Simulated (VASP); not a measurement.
Input of a VASP 6.6.1 run:

Contents of INCAR:

```
SYSTEM = Bi2Te3
ALGO     = Normal         ! electronic algorithm
EDIFF    = 1E-7           ! SCF threshold, eV
ENCUT    = 520            ! plane-wave cutoff, eV
ISIF     = 2              ! what is computed and relaxed
ISMEAR   = -1             ! smearing method
KPAR     = 4            
LASPH    = .True.         ! aspherical terms in the spheres
LCHARG   = .False.        ! write CHGCAR
LREAL    = .False.        ! projectors in reciprocal space
LWAVE    = .False.        ! write WAVECAR
NBANDS   = 32             ! bands
NELM     = 80             ! most SCF steps
PREC     = Accurate       ! precision mode
SIGMA    = 0.08           ! smearing width, eV
```

Contents of KPOINTS:

```
k-points
0
Gamma
  8 8 8
  0 0 0
```

Contents of POSCAR:

```
Bi2Te3
1.0
    2.3768274858      1.4574063622      9.9989237007
   -2.0401750220      1.3911513246      9.9326686631
    0.1109476862     -2.4009575369      9.9084176362
Bi Te
2 3
Direct
    0.8120000000      0.8120000000      0.8120000000
    0.4020000000      0.4020000000      0.4020000000
    0.6110000000      0.6110000000      0.6110000000
    0.2000000000      0.2000000000      0.2000000000
    0.0000000000      0.0000000000      0.0000000000
```

Potentials or basis: VASP PAW LDA potentials, release 64 (Bi_d, Te).

The run is started by

```console
$ cat potpaw_LDA.64/Bi_d/POTCAR potpaw_LDA.64/Te/POTCAR > POTCAR
$ mpirun -np 4 vasp_std > vasp.out
```

**Question.** Estimate the pressure.

**Answer.** -1.7 GPa.

**Question.** What does it give for the band gap on the k mesh?

**Answer.** Zero (bands 24 and 25 overlap by 0.23 eV).

**Question.** What does it give for the largest force?

**Answer.** 1.140 eV/Å.

Forces on the atoms (eV/Å):
```
Bi   0.053  0.139 -0.769
Bi  -0.036 -0.039 -0.414
Te   0.016  0.048 -0.653
Te  -0.066 -0.173  0.696
Te   0.034  0.025  1.140
```

Caveat: the cell differs from its parent crystal (equal xy, yz and zx shear strains of +3 %); spin-orbit coupling is left out, which moves the levels of the heavy elements; forces of over 1 eV/Å act on the atoms, so gaps and moduli don't describe the material at rest.
